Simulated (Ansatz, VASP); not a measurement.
# WS2: VASP beside Ansatz

File INCAR:

```
SYSTEM = WS2
PREC = Accurate
ENCUT = 520
EDIFF = 1E-6
ISMEAR = 0
SIGMA = 0.05
LREAL = .FALSE.
LASPH = .TRUE.
NELM = 80
ALGO = Normal
ISIF = 2
LWAVE = .FALSE.
LCHARG = .FALSE.
GGA = CA
NBANDS = 35
```

File KPOINTS:

```
regular mesh
0
G
  12 12 4
  0 0 0
```

POSCAR

```
WS2
1.0
    3.1265905160      0.0000000000      0.0000000000
   -1.5632952580      2.7077068141      0.0000000000
    0.0000000000      0.0000000000     12.1520250223
W S
2 4
Direct
    0.3333333333      0.6666666667      0.2500000000
    0.6666666667      0.3333333333      0.7500000000
    0.3333333333      0.6666666667      0.6351502730
    0.6666666667      0.3333333333      0.1351502730
    0.3333333333      0.6666666667      0.8648497270
    0.6666666667      0.3333333333      0.3648497270
```

Input for Ansatz:

```yaml
crystal:
  lattice:
    - [3.126590516, 0.0, 0.0]
    - [-1.563295258, 2.7077068141, 0.0]
    - [0.0, 0.0, 12.1520250223]
  atoms:
    - { symbol: W, position: [0.3333333333, 0.6666666667, 0.25] }
    - { symbol: W, position: [0.6666666667, 0.3333333333, 0.75] }
    - { symbol: S, position: [0.3333333333, 0.6666666667, 0.635150273] }
    - { symbol: S, position: [0.6666666667, 0.3333333333, 0.135150273] }
    - { symbol: S, position: [0.3333333333, 0.6666666667, 0.864849727] }
    - { symbol: S, position: [0.6666666667, 0.3333333333, 0.364849727] }
basis:
  ecutwfc: 420
kpoints:
  mp_grid: { grid: [12, 12, 4] }
hamiltonian:
  xc: lda
  pseudopotentials: { kind: paw, azcp: { folder: soft_1 } }
scf:
  occupations: { method: gaussian, width: 0.05 }
output:
  forces: true
  stress: true
  eigenvalues: true
```

Alike in both runs: task single point; functional LDA; k mesh 12 × 12 × 4; occupations gaussian, width 0.05 eV; no spin polarisation.

|  | VASP | Ansatz |
| --- | --- | --- |
| version | VASP 6.6.1 | Ansatz 0.2.0 |
| potentials or method | VASP PAW LDA potentials, release 64 (W_sv, S), cutoff 520 eV | scalar-relativistic, plane waves, PAW |
| valence electrons in the cell | 52 | 52 |

|  | VASP | Ansatz | Ansatz less VASP |
| --- | --- | --- | --- |
| gap on the k mesh at the Fermi level (eV) | none | none | - |
| pressure (GPa) | 23.4 | 23.0 | -0.40 |
| traceless stress, the component that is largest in VASP (GPa) | 13.20 | 13.25 | +0.044 |
| rms of the force components (eV/Å) | 2.052 | 2.029 | -0.0228 |

Ansatz warns that its potentials were made for another functional, while VASP's fit it. LDA's correlation is that of Perdew and Zunger in VASP and of Perdew and Wang (1992) in Ansatz. Atom by atom the forces differ by 0.023 eV/Å (rms over components). A gap of «none» marks a metal or a gap that the smearing closes.

Spin-orbit coupling is off throughout.
